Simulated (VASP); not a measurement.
**Ga2O3: single point with PBE**

Crystal: Ga2O3.

```
Ga O
1.0
     2.52872    1.57916    4.57936
    -2.52872    1.57916    4.57936
     0.00000   -2.80072    4.46439
Ga O
4 6
Direct
  0.35587 0.35587 0.35587
  0.14413 0.14413 0.14413
  0.64413 0.64413 0.64413
  0.85587 0.85587 0.85587
  0.55317 0.94683 0.25000
  0.25000 0.55317 0.94683
  0.94683 0.25000 0.55317
  0.44683 0.05317 0.75000
  0.75000 0.44683 0.05317
  0.05317 0.75000 0.44683
```

This cell differs from its parent crystal: strain +0.0525 x Voigt [0, 0, 0, 1, 0, 0].

```yaml
Program: VASP 6.6.1
Task: single point
Functional: PBE
Potentials_or_basis: VASP PAW PBE potentials, release 64 (Ga_d, O_h)
Cutoff: 910 eV
k_mesh: 6 × 6 × 6
Occupations: gaussian, width 0.05 eV
Spin: no spin polarisation
Dipole_correction: no
Further_INCAR_settings: ALGO = Normal; EDIFF = 1e-06; NBANDS = 55
```

```json
{
  "Pressure": "1.1 GPa",
  "Largest force": "0.335 eV/Å",
  "Band gap on the k mesh": "2.37 eV (least direct gap 2.62 eV)"
}
```

Forces on the atoms (eV/Å):
```
Ga  -0.113  0.315  0.021
Ga  -0.113 -0.315 -0.021
Ga   0.113 -0.315 -0.021
Ga   0.113  0.315  0.021
O   -0.106  0.000  0.000
O    0.121  0.135  0.116
O    0.121 -0.135 -0.116
O    0.106  0.000  0.000
O   -0.121 -0.135 -0.116
O   -0.121  0.135  0.116
```

Stress tensor (GPa, compression positive):
```
 0.77  0.00  0.00
 0.00  1.47 -4.61
 0.00 -4.61  1.12
```

Levels at points of the mesh, in eV from the valence-band top:
```csv
k point,band 40,band 41,band 42,band 43,band 44,band 45,band 46,band 47,band 48,band 49
"(0.00, 0.00, 0.00)",-0.34,-0.33,-0.32,-0.30,-0.25,2.37,6.30,6.52,8.48,9.44
"(0.50, 0.00, 0.00)",-1.13,-1.06,-0.91,-0.14,-0.13,5.91,6.06,6.29,6.39,9.50
"(0.50, 0.50, 0.00)",-1.04,-0.86,-0.67,-0.19,-0.18,6.08,6.26,7.20,7.29,8.38
"(0.00, 0.00, 0.50)",-1.19,-0.89,-0.89,-0.25,-0.25,5.96,5.96,6.36,6.36,9.58
"(0.50, 0.00, 0.50)",-0.98,-0.85,-0.76,-0.33,-0.18,6.09,6.34,7.21,7.22,8.40
"(0.50, 0.50, 0.50)",-1.40,-0.39,-0.39,-0.25,-0.25,5.44,5.44,7.46,7.46,9.16
```

Wall time 10 min on 1 thread of Intel(R) Xeon(R) 6975P-C (Granite Rapids), with other jobs on the host, peak memory 0.8 GiB.

Caveat: the cell differs from its parent crystal (strain +0.0525 x Voigt [0, 0, 0, 1, 0, 0]); the cutoff is under 1.25 times the usual one of these potentials, so pressure, stress and relaxed cells hold a basis-set (Pulay) error. A k mesh can miss the band edges.
